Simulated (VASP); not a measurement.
Input of a VASP 6.6.1 run:

INCAR

```
SYSTEM = HC4
PREC = Accurate
ENCUT = 520
EDIFF = 1E-7
ISMEAR = 0
SIGMA = 0.1
LREAL = .FALSE.
LASPH = .TRUE.
NELM = 60
ALGO = Normal
ISIF = 2
LWAVE = .FALSE.
LCHARG = .TRUE.
LDIPOL = .TRUE.
IDIPOL = 3
DIPOL = 0.5 0.5 0.234
GGA = PE
IVDW = 12
LELF = .TRUE.
LVHAR = .TRUE.
LVACPOTAV = .TRUE.
NBANDS = 28
```

KPOINTS

```
Automatic mesh
0
G
  6 6 1
  0 0 0
```

The input POSCAR:

```
HC4
1.0
    4.9313048819      0.0000000000      0.0000000000
   -2.4656524409      4.2706353015      0.0000000000
    0.0000000000      0.0000000000     18.0000331942
C H
8 2
Direct
    0.3333333333      0.1666666667      0.2222236565
    0.3333333333      0.6666666667      0.2222236565
    0.8333333333      0.1666666667      0.2222236565
    0.8333333333      0.6666666667      0.2222236565
    0.1666666667      0.3333333333      0.2222218124
    0.1666666667      0.8333333333      0.2222218124
    0.6666666667      0.3333333333      0.2222218124
    0.6666666667      0.8333333333      0.2222218124
    0.1817507365      0.1666666667      0.2827791004
    0.4849159302      0.1666666667      0.2827791004
```

Potentials or basis: VASP PAW PBE potentials, release 64 (C, H).

Run with:

```console
$ cat potpaw_PBE.64/C/POTCAR potpaw_PBE.64/H/POTCAR > POTCAR
$ mpirun -np 1 vasp_std > vasp.out
```

(1) What does it give for the band gap on the k mesh?

(2) What does it give for the dispersion energy per atom?

Answers

(1) zero (bands 17 and 18 overlap by 0.77 eV).

(2) -0.078 eV.
